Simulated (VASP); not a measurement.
Al6H, 14 atoms in the cell. The cell holds a slab with vacuum, 14 atoms: a = 5.714 Å, b = 5.714 Å, c = 22.602 Å, α = 90.00°, β = 90.00°, γ = 120.00°. 

| Item | Value |
| --- | --- |
| Program | VASP 6.6.1 |
| Task | single point |
| Functional | PBE |
| Potentials or basis | VASP PAW PBE potentials, release 64 (Al, H) |
| Cutoff | 520 eV |
| k mesh | 6 × 6 × 1 |
| Occupations | gaussian, width 0.1 eV |
| Spin | no spin polarisation |
| Dipole correction | yes |
| Further INCAR settings | ALGO = Normal; EDIFF = 1e-07; NBANDS = 32 |

Potentials or basis: VASP PAW PBE potentials, release 64 (Al, H).

Command:

```bash
$ cat potpaw_PBE.64/Al/POTCAR potpaw_PBE.64/H/POTCAR > POTCAR
$ mpirun -np 1 vasp_std > vasp.out
```

Hardware: 1 thread of Intel(R) Xeon(R) Platinum 8488C (Sapphire Rapids), with other jobs on the host.

Question: Estimate the wall time of this run.

Answer: It took 6.4 min on 1 thread of Intel(R) Xeon(R) Platinum 8488C (Sapphire Rapids), on a shared host, peak memory 0.72 GiB. Counts: scf iterations 28, k points 13.
